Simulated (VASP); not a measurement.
# MgSe2 (Pa-3) in VASP: single point with r2SCAN

Aim: the single point of MgSe2 with r2SCAN.

All numbers are computed with VASP 6.6.1; they aren't measurements. Logs are shortened: lines on timing, memory, paths and dates and some standing lists are left out, and cuts for length are marked.

**1. The cell of the first run**

The structure is cubic, space group Pa-3 (No. 205). Conventional cell: a = 6.460 Å, b = 6.460 Å, c = 6.460 Å, α = 90.00°, β = 90.00°, γ = 90.00°. Mg (site symmetry -3) has 6 Se at 2.72 Å within 3.6 Å. Within 3.1 Å of Se (site symmetry 3) lie 1 Se at 2.38 Å and 3 Mg at 2.72 Å.

**2. Single point, r2SCAN**

File POSCAR:

```
MgSe2
1.0
    6.4599980000      0.0000000000      0.0000000000
    0.0000000000      6.4599980000      0.0000000000
    0.0000000000      0.0000000000      6.4599980000
Mg Se
4 8
Direct
    0.5000000000      0.5000000000      0.0000000000
    0.5000000000      0.0000000000      0.5000000000
    0.0000000000      0.5000000000      0.5000000000
    0.0000000000      0.0000000000      0.0000000000
    0.1062030000      0.8937970000      0.3937970000
    0.8937970000      0.3937970000      0.1062030000
    0.3937970000      0.1062030000      0.8937970000
    0.6062030000      0.6062030000      0.6062030000
    0.8937970000      0.1062030000      0.6062030000
    0.1062030000      0.6062030000      0.8937970000
    0.6062030000      0.8937970000      0.1062030000
    0.3937970000      0.3937970000      0.3937970000
```

File INCAR.step1:

```
SYSTEM = MgSe2
PREC = Accurate ; ENCUT = 520
ISMEAR = 0 ; SIGMA = 0.01
LREAL = .False. ; LASPH = .True.
NELM = 60 ; NBANDS = 40
GGA = PE ; ALGO = Normal
EDIFF = 1E-4 ; LWAVE = .True.
LCHARG = .False.
```

File INCAR.step2:

```
SYSTEM = MgSe2
PREC = Accurate ; ENCUT = 520
EDIFF = 1E-6 ; ISMEAR = 0
SIGMA = 0.01 ; LREAL = .False.
LASPH = .True. ; NELM = 60
ALGO = Normal ; ISIF = 2
LWAVE = .False. ; LCHARG = .False.
METAGGA = R2SCAN ; LMIXTAU = .True.
NBANDS = 40 ; ISTART = 1
```

File KPOINTS:

```
regular mesh
0
Gamma
  3 3 3
  0 0 0
```

Potentials or basis: VASP PAW PBE potentials, release 64 (Mg, Se).

Command:

```console
> cat potpaw_PBE.64/Mg/POTCAR potpaw_PBE.64/Se/POTCAR > POTCAR
> cp INCAR.step1 INCAR
> mpirun -np 1 vasp_std > vasp.out
> cp INCAR.step2 INCAR
> mpirun -np 1 vasp_std > vasp.out
```

OUTCAR:

```text
SYSTEM = MgSe2
   PREC = Accurate
   ENCUT = 520
   EDIFF = 1E-6
   ISMEAR = 0
   LREAL = .False.
   LASPH = .True.
   NELM = 60
   ISIF = 2
   METAGGA = R2SCAN
   ISTART = 1

 ion  position               nearest neighbor table
   1  0.500  0.500  0.000-   6 2.72   7 2.72   8 2.72  10 2.72  11 2.72  12 2.72
   2  0.500  0.000  0.500-   5 2.72   7 2.72   8 2.72   9 2.72  11 2.72  12 2.72
   3  0.000  0.500  0.500-   5 2.72   6 2.72   8 2.72   9 2.72  10 2.72  12 2.72
   4  0.000  0.000  0.000-   5 2.72   6 2.72   7 2.72   9 2.72  10 2.72  11 2.72
   5  0.106  0.894  0.394-   9 2.38   3 2.72   4 2.72   2 2.72
   6  0.894  0.394  0.106-  10 2.38   3 2.72   4 2.72   1 2.72
   7  0.394  0.106  0.894-  11 2.38   2 2.72   4 2.72   1 2.72
   8  0.606  0.606  0.606-  12 2.38   2 2.72   3 2.72   1 2.72
   9  0.894  0.106  0.606-   5 2.38   3 2.72   4 2.72   2 2.72
  10  0.106  0.606  0.894-   6 2.38   3 2.72   4 2.72   1 2.72
  11  0.606  0.894  0.106-   7 2.38   2 2.72   4 2.72   1 2.72
  12  0.394  0.394  0.394-   8 2.38   2 2.72   3 2.72   1 2.72

  LATTYP: Found a simple cubic cell.
 ALAT       =     6.4599980000

  Lattice vectors:

 A1 = (   6.4599980000,   0.0000000000,   0.0000000000)
 A2 = (   0.0000000000,   6.4599980000,   0.0000000000)
 A3 = (   0.0000000000,   0.0000000000,   6.4599980000)

Analysis of symmetry for initial positions (statically):
=====================================================================
 Subroutine PRICEL returns:
 Original cell was already a primitive cell.

 Routine SETGRP: Setting up the symmetry group for a
 simple cubic supercell.

 Subroutine GETGRP returns: Found 24 space group operations
 (whereof  6 operations were pure point group operations)
 out of a pool of 48 trial point group operations.

The static configuration has the point symmetry S_6 .
 The point group associated with its full space group is T_h .

Analysis of symmetry for dynamics (positions and initial velocities):
=====================================================================
 Subroutine PRICEL returns:
 Original cell was already a primitive cell.

 Routine SETGRP: Setting up the symmetry group for a
 simple cubic supercell.

 Subroutine GETGRP returns: Found 24 space group operations
 (whereof  6 operations were pure point group operations)
 out of a pool of 48 trial point group operations.

The dynamic configuration has the point symmetry S_6 .
 The point group associated with its full space group is T_h .

 Subroutine INISYM returns: Found 24 space group operations
 (whereof  6 operations are pure point group operations),
 and found     1 'primitive' translations

----------------------------------------------------------------------------------------

                                     Primitive cell

  volume of cell :     269.5859

  direct lattice vectors                    reciprocal lattice vectors
     6.459998000  0.000000000  0.000000000     0.154798810  0.000000000  0.000000000
     0.000000000  6.459998000  0.000000000     0.000000000  0.154798810  0.000000000
     0.000000000  0.000000000  6.459998000     0.000000000  0.000000000  0.154798810

  length of vectors
     6.459998000  6.459998000  6.459998000     0.154798810  0.154798810  0.154798810

  position of ions in fractional coordinates (direct lattice)
     0.500000000  0.500000000  0.000000000
     0.500000000  0.000000000  0.500000000
     0.000000000  0.500000000  0.500000000
     0.000000000  0.000000000  0.000000000
     0.106203000  0.893797000  0.393797000
     0.893797000  0.393797000  0.106203000
     0.393797000  0.106203000  0.893797000
     0.606203000  0.606203000  0.606203000
     0.893797000  0.106203000  0.606203000
     0.106203000  0.606203000  0.893797000
     0.606203000  0.893797000  0.106203000
     0.393797000  0.393797000  0.393797000

  ion indices of the primitive-cell ions
   primitive index   ion index
                 1           1
                 2           2
                 3           3
                 4           4
                 5           5
                 6           6
                 7           7
                 8           8
                 9           9
                10          10
                11          11
                12          12

----------------------------------------------------------------------------------------

 KPOINTS: regular mesh

Automatic generation of k-mesh.
 Grid dimensions read from file:
 generate k-points for:    3    3    3

 Generating k-lattice:

  Cartesian coordinates                     Fractional coordinates (reciprocal lattice)
     0.051599603  0.000000000  0.000000000     0.333333333  0.000000000  0.000000000
     0.000000000  0.051599603  0.000000000     0.000000000  0.333333333  0.000000000
     0.000000000  0.000000000  0.051599603     0.000000000  0.000000000  0.333333333

  Length of vectors
     0.051599603  0.051599603  0.051599603

  Shift w.r.t. Gamma in fractional coordinates (k-lattice)
     0.000000000  0.000000000  0.000000000

 Subroutine IBZKPT returns following result:
 ===========================================

 Found      4 irreducible k-points:

 Following reciprocal coordinates:
            Coordinates               Weight
  0.000000  0.000000  0.000000      1.000000
  0.333333  0.000000  0.000000      6.000000
  0.333333  0.333333  0.000000     12.000000
  0.333333  0.333333  0.333333      8.000000
   k-points           NKPTS =      4   k-points in BZ     NKDIM =      4   number of bands    NBANDS=     40
   number of dos      NEDOS =    301   number of ions     NIONS =     12
   total plane-waves  NPLWV = 110592
   dimension x,y,z NGX =    48 NGY =   48 NGZ =   48
   dimension x,y,z NGXF=    96 NGYF=   96 NGZF=   96
   ions per type =               4   8
   NGX,Y,Z   is equivalent  to a cutoff of  12.35, 12.35, 12.35 a.u.
   NGXF,Y,Z  is equivalent  to a cutoff of  24.71, 24.71, 24.71 a.u.
 SYSTEM =  MgSe2
   PREC   = accura    normal or accurate (medium, high low for compatibility)
   ISTART =      1    job   : 0-new  1-cont  2-samecut
   ICHARG =      0    charge: 1-file 2-atom 10-const
   ISPIN  =      1    spin polarized calculation?
   LNONCOLLINEAR =      F non collinear calculations
   LSORBIT =      F    spin-orbit coupling
   LASPH  =      T    aspherical Exc in radial PAW
   ENCUT  =  520.0 eV  38.22 Ry    6.18 a.u.  12.01 12.01 12.01*2*pi/ulx,y,z
   NELM   =     60;   NELMIN=  2; NELMDL=  0     # of ELM steps
   EDIFF  = 0.1E-05   stopping-criterion for ELM
   LREAL  =      F    real-space projection
   EDIFFG = 0.1E-04   stopping-criterion for IOM
   NSW    =      0    number of steps for IOM
   IBRION =     -1    ionic relax: 0-MD 1-quasi-New 2-CG
   NFREE  =      0    steps in history (QN), initial steepest desc. (CG)
   ISIF   =      2    stress and relaxation
   ISYM   =      2    0-nonsym 1-usesym 2-fastsym
   POTIM  = 0.5000    time-step for ionic-motion
   TEBEG  =    0.0;   TEEND  =   0.0 temperature during run
   PSTRESS=    0.0 pullay stress
   NELECT =      56.0000    total number of electrons
   NUPDOWN=      -1.0000    fix difference up-down
   EMIN   =  10.00;   EMAX   =-10.00  energy-range for DOS
   EFERMI =   0.00;   METHOD = LEGACY
   ISMEAR =     0;   SIGMA  =   0.01  broadening in eV -4-tet -1-fermi 0-gaus
   EFERMI_NEDOS =   21; number of points for ismear=-14 and -15
   IALGO  =     38    algorithm
   IMIX   =      4    mixing-type and parameters
     AMIX     =   0.40;   BMIX     =  1.00
     AMIX_MAG =   1.60;   BMIX_MAG =  1.00
  volume/ion in A,a.u.               =      22.47       151.60
  Fermi-wavevector in a.u.,A,eV,Ry     =   0.969554  1.832190 12.789940  0.940034
  Thomas-Fermi vector in A             =   2.099616
   LORBIT       =      0    0 simple, 1 ext, 2 COOP (PROOUT), +10 PAW based schemes
   METAGGA = R2SCAN    functional components
   LHFCALC =     F    Hartree Fock is set to
   AEXX    =    0.0000 exact exchange contribution
   IVDW    =     0    specifies the selected vdW correction
   LEPSILON=     F    determine dielectric tensor
   LRPA    =     F    only Hartree local field effects (RPA)
 non-spin polarized calculation
 Gauss-broadening in eV      SIGMA  =   0.01
  energy-cutoff  :      520.00
  volume of cell :      269.59
 maximum number of plane-waves:      7259
   NGX = 25   NGY = 25   NGZ = 25

 number of electron      55.9999997 magnetization

 Free energy of the ion-electron system (eV)
  ---------------------------------------------------
  ext. energy  EPLUGINS =         0.00000000
  ---------------------------------------------------
  free energy    TOTEN  =      -143.00659816 eV

  energy without entropy =     -143.00659816  energy(sigma->0) =     -143.00659816

 E-fermi :   2.8375     XC(G=0):  -9.6545

 val. band max:        2.7563789304   @ k =   0.0000   0.0000   0.0000
 cond. band min:       4.9269508581   @ k =   0.0000   0.0000   0.0000
 fundamental gap:      2.1705719277
 Fermi energy:         2.8374874814

 k-point     1 :       0.0000    0.0000    0.0000
  band No.  band energies     occupation
      1     -12.0904      2.00000
      2     -11.2042      2.00000
      3     -11.2042      2.00000
      4     -11.2042      2.00000
      5      -8.7868      2.00000
      6      -8.7868      2.00000
[... 32 lines left out ...]
     39       9.4116      0.00000
     40       9.6034      0.00000

 k-point     2 :       0.3333    0.0000    0.0000
  band No.  band energies     occupation
      1     -11.9022      2.00000
      2     -11.4666      2.00000
      3     -11.1952      2.00000
      4     -11.1950      2.00000
      5      -8.7531      2.00000
      6      -8.7440      2.00000
[... 32 lines left out ...]
     39       9.6894      0.00000
     40       9.9624      0.00000

 k-point     3 :       0.3333    0.3333    0.0000
  band No.  band energies     occupation
      1     -11.7419      2.00000
      2     -11.3901      2.00000
      3     -11.3898      2.00000
      4     -11.2527      2.00000
      5      -8.7426      2.00000
      6      -8.7010      2.00000
[... 32 lines left out ...]
     39       9.2862      0.00000
     40       9.4374      0.00000

 k-point     4 :       0.3333    0.3333    0.3333
  band No.  band energies     occupation
      1     -11.6178      2.00000
      2     -11.3733      2.00000
      3     -11.3696      2.00000
      4     -11.3696      2.00000
      5      -8.7527      2.00000
      6      -8.7527      2.00000
[... 32 lines left out ...]
     39       9.1262      0.00000
     40       9.6611      0.00000

------------------------ aborting loop because EDIFF is reached ----------------------------------------

  FORCE on cell =-STRESS in cart. coord.  units (eV):
  Direction    XX          YY          ZZ          XY          YZ          ZX
  --------------------------------------------------------------------------------------
  -------------------------------------------------------------------------------------
  Total        0.1972909      0.1972909      0.1972909     -0.0000000      0.0000000      0.0000000
  in kB        1.1725204      1.1725204      1.1725204     -0.0000000      0.0000000      0.0000000
  external PRESSURE =       1.1725204 kB  Pullay stress =       0.0000000 kB

 VOLUME and BASIS-vectors are now :
 -----------------------------------------------------------------------------
  energy-cutoff  :      520.00
  volume of cell :      269.59
      direct lattice vectors                 reciprocal lattice vectors
     6.459998000  0.000000000  0.000000000     0.154798810  0.000000000  0.000000000
     0.000000000  6.459998000  0.000000000     0.000000000  0.154798810  0.000000000
     0.000000000  0.000000000  6.459998000     0.000000000  0.000000000  0.154798810

 POSITION                                       TOTAL-FORCE (eV/Angst)
 -----------------------------------------------------------------------------------
      3.23000      3.23000      0.00000         0.000000     -0.000000      0.000000
      3.23000      0.00000      3.23000         0.000000     -0.000000      0.000000
      0.00000      3.23000      3.23000         0.000000     -0.000000      0.000000
      0.00000      0.00000      0.00000         0.000000     -0.000000      0.000000
      0.68607      5.77393      2.54393         0.000634     -0.000634     -0.000634
      5.77393      2.54393      0.68607        -0.000634     -0.000634      0.000634
      2.54393      0.68607      5.77393        -0.000634      0.000634     -0.000634
      3.91607      3.91607      3.91607         0.000634      0.000634      0.000634
      5.77393      0.68607      3.91607        -0.000634      0.000634      0.000634
      0.68607      3.91607      5.77393         0.000634      0.000634     -0.000634
      3.91607      5.77393      0.68607         0.000634     -0.000634      0.000634
      2.54393      2.54393      2.54393        -0.000634     -0.000634     -0.000634
 -----------------------------------------------------------------------------------
    total drift:                               -0.000000      0.000000     -0.000000

  FREE ENERGIE OF THE ION-ELECTRON SYSTEM (eV)
  ---------------------------------------------------
  free  energy   TOTEN  =      -143.0065981649 eV

  energy  without entropy=     -143.0065981649  energy(sigma->0) =     -143.00659816
```

Wall time 2.7 min (1 thread of AMD EPYC 7R43 (Zen 3), shared host); peak memory 0.33 GiB.

Results:

```
Free energy            : -143.0066 eV
Pressure               : 0.1 GPa
Band gap on the k mesh : 2.17 eV, direct
```

Caveat: the PAW data sets were made with another functional, which shifts forces and pressure a little. r2SCAN opens gaps a little over a GGA but as a rule still falls short of measured ones.
